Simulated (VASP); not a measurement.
A run of VASP 6.6.1 is set up as follows.

INCAR

```
PREC     = Accurate       # precision mode
ENCUT    = 700            # plane-wave cutoff, eV
EDIFF    = 1E-6           # SCF threshold, eV
ISMEAR   = 0              # smearing method
SIGMA    = 0.05           # smearing width, eV
LREAL    = F              # projectors in reciprocal space
LASPH    = T              # aspherical terms in the spheres
NELM     = 120            # most SCF steps
ALGO     = Normal         # electronic algorithm
ISIF     = 2              # what is computed and relaxed
LWAVE    = F              # write WAVECAR
LCHARG   = F              # write CHGCAR
GGA      = PS             # functional
NBANDS   = 39             # bands
GGA_COMPAT= F
```

File KPOINTS:

```
Automatic mesh
0
Gamma
  12 12 4
```

The input POSCAR:

```
NiO2
1.0
    2.7833395248      0.0000000000      0.0000000000
   -1.3916697624      2.3622338811      0.0000000000
    0.0000000000      0.0000000000     10.8430490062
Ni O
2 4
Direct
    0.0000000000      0.0000000000      0.0000000000
    0.0000000000      0.0000000000      0.5000000000
    0.6666666667      0.3333333333      0.0860929541
    0.6666666667      0.3333333333      0.4139070459
    0.3333333333      0.6666666667      0.9139070459
    0.3333333333      0.6666666667      0.5860929541
```

Potentials or basis: VASP PAW PBE potentials, release 64 (Ni_sv_GW, O).

Run with:

```bash
$ cat potpaw_PBE.64/Ni_sv_GW/POTCAR potpaw_PBE.64/O/POTCAR > POTCAR
$ mpirun -np 1 vasp_std > vasp.out
```

Q: Estimate the band gap on the k mesh.

A: 1.17 eV (least direct gap 1.43 eV).

Q: Predict the largest force.

A: 0.338 eV/Å.

Q: Predict the pressure.

A: 3.8 GPa.

Forces on the atoms (eV/Å):
```
Ni   0.000  0.000  0.000
Ni   0.000  0.000  0.000
O    0.000 -0.132  0.311
O    0.000 -0.132 -0.311
O    0.000  0.132 -0.311
O    0.000  0.132  0.311
```

Caveat: the cell differs from its parent crystal (strain -0.0200 x Voigt [0, 1, 0, 0, 0, 0]); the stress differs along the axes, from 1 to 8 GPa; the PAW data sets were made with another functional, which shifts forces and pressure a little; the run has no spin polarisation, though such a crystal can be magnetic. A k mesh can miss the band edges.
